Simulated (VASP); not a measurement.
Here is a VASP 6.6.1 calculation.

Contents of POSCAR:

```
BN
1.0
    2.5009753125      0.0000000000      0.0000000000
   -1.2504876563      2.1659081548      0.0000000000
    0.0000000000      0.0000000000      6.8741616654
B N
2 2
Direct
    0.3723555373      0.6952329026      0.2500000000
    0.7056888706      0.3618995693      0.7500000000
    0.3333333333      0.6666666667      0.7500000000
    0.6666666667      0.3333333333      0.2500000000
```

The input INCAR.step1:

```
PREC = Accurate
ENCUT = 520
ISMEAR = 0
SIGMA = 0.05
LREAL = F
LASPH = T
NELM = 60
NBANDS = 16
GGA = PE
ALGO = Normal
EDIFF = 1E-4
LWAVE = T
LCHARG = F
```

INCAR.step2

```
PREC = Accurate
ENCUT = 520
EDIFF = 1E-6
ISMEAR = 0
SIGMA = 0.05
LREAL = F
LASPH = T
NELM = 60
ALGO = Normal
ISIF = 2
LWAVE = F
LCHARG = F
METAGGA = R2SCAN
LMIXTAU = T
NBANDS = 16
ISTART = 1
```

Contents of KPOINTS:

```
Automatic mesh
0
Gamma
  12 12 4
```

Potentials or basis: VASP PAW PBE potentials, release 64 (B, N).

Launch:

```sh
$ cat potpaw_PBE.64/B/POTCAR potpaw_PBE.64/N/POTCAR > POTCAR
$ cp INCAR.step1 INCAR
$ mpirun -np 1 vasp_std > vasp.out
$ cp INCAR.step2 INCAR
$ mpirun -np 1 vasp_std > vasp.out
```

(1) What does it give for the pressure?

(2) What does it give for the band gap on the k mesh?

Answers

(1) 3.2 GPa.

(2) 4.78 eV (least direct gap 5.18 eV).

Caveat: the cell differs from its parent crystal (all B atoms moved +0.087 Å, as atom 1 along Cartesian [1 1 0]); the cell stands under pressure; the PAW data sets were made with another functional, which shifts forces and pressure a little.
